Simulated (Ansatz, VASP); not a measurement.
# Al: VASP beside Ansatz

INCAR

```
ALGO = Fast
EDIFF = 1E-6
EDIFFG = -0.001
ENCUT = 600
GGA = PS
IBRION = 2
ISIF = 3
ISMEAR = -1
LASPH = True
LCHARG = False
LREAL = False
LWAVE = False
NELM = 60
NSW = 80
PREC = Accurate
SIGMA = 0.15
```

KPOINTS

```
k-points
0
Gamma
  20 20 20
```

File POSCAR:

```
Al
1.0
    0.0000000000      2.0077938131      2.0077938131
    2.0077938131      0.0000000000      2.0077938131
    2.0077938131      2.0077938131      0.0000000000
Al
1
Direct
    0.0000000000      0.0000000000      0.0000000000
```

Input for Ansatz:

```yaml
crystal:
  lattice:
    - [0.0, 2.0077938131, 2.0077938131]
    - [2.0077938131, 0.0, 2.0077938131]
    - [2.0077938131, 2.0077938131, 0.0]
  atoms:
    - { symbol: Al, position: [0.0, 0.0, 0.0] }
basis:
  ecutwfc: 420
kpoints:
  mp_grid: { grid: [20, 20, 20] }
hamiltonian:
  xc: pbesol
scf:
  occupations: { method: fermi_dirac, width: 0.15 }
output:
  forces: true
  stress: true
  eigenvalues: true
relax:
  adjacent_minimum: "off"
  f_tol: 0.001
  max_steps: 60
  cell: { stress_tol: 0.01 }
```

Alike in both runs: task relaxation of cell and atoms; functional PBEsol; k mesh 20 × 20 × 20; occupations fermi-dirac, width 0.15 eV; no spin polarisation.

|  | VASP | Ansatz |
| --- | --- | --- |
| version | VASP 6.6.1 | Ansatz 0.2.0 |
| potentials or method | VASP PAW PBE potentials, release 64 (Al), cutoff 600 eV | scalar-relativistic, plane waves, PAW |
| valence electrons in the cell | 3 | 3 |

Ansatz gave:

| Quantity | Value |
| --- | --- |
| gap on the k mesh at the Fermi level, each at its own relaxed structure (eV) | none |
| relaxed volume (Å³/atom) | 16.20 |
| relaxed cell length with the largest relative difference (Å) | 2.840 |

**Question.** Estimate VASP's values.

**Answer.** gap on the k mesh at the Fermi level, each at its own relaxed structure (eV): none; relaxed volume (Å³/atom): 16.21; relaxed cell length with the largest relative difference (Å): 2.841.

VASP's potentials were made for PBE, not for PBEsol. A gap of «none» marks a metal or a gap that the smearing closes.
